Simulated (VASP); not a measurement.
A run of VASP 6.6.1 is set up as follows.

File INCAR:

```
SYSTEM = TaN
ALGO = Normal
EDIFF = 1E-6
ENCUT = 520
GGA = PE
ISIF = 2
ISMEAR = 0
LASPH = .TRUE.
LCHARG = .FALSE.
LREAL = .FALSE.
LWAVE = .FALSE.
NBANDS = 15
NELM = 80
PREC = Accurate
SIGMA = 0.02
```

The input KPOINTS:

```
k-points
0
G
  18 18 18
  0 0 0
```

The input POSCAR:

```
TaN
1.0
    0.0000000000      2.0972875000      2.1790000000
    2.2607125000      0.0000000000      2.1790000000
    2.2607125000      2.0972875000      0.0000000000
Ta N
1 1
Direct
    0.5000000000      0.5000000000      0.5000000000
    0.0000000000      0.0000000000      0.0000000000
```

Potentials or basis: VASP PAW PBE potentials, release 64 (Ta_pv, N).

Launch:

```console
$ cat potpaw_PBE.64/Ta_pv/POTCAR potpaw_PBE.64/N/POTCAR > POTCAR
$ mpirun -np 1 vasp_std > vasp.out
```

Task: Predict the band gap on the k mesh.

Result: Zero (band 8 reaches 11.60 eV, above the bottom of band 9 at 7.71 eV).

Task: What does it give for the pressure?

Result: 20.0 GPa.

Stress tensor (GPa, compression positive):
```
-2.40  0.00  0.00
 0.00 47.03  0.00
 0.00  0.00 15.36
```

Caveat: the cell differs from its parent crystal (strain +0.0375 x Voigt [1, -1, 0, 0, 0, 0]); spin-orbit coupling is left out, which moves the levels of the heavy elements.
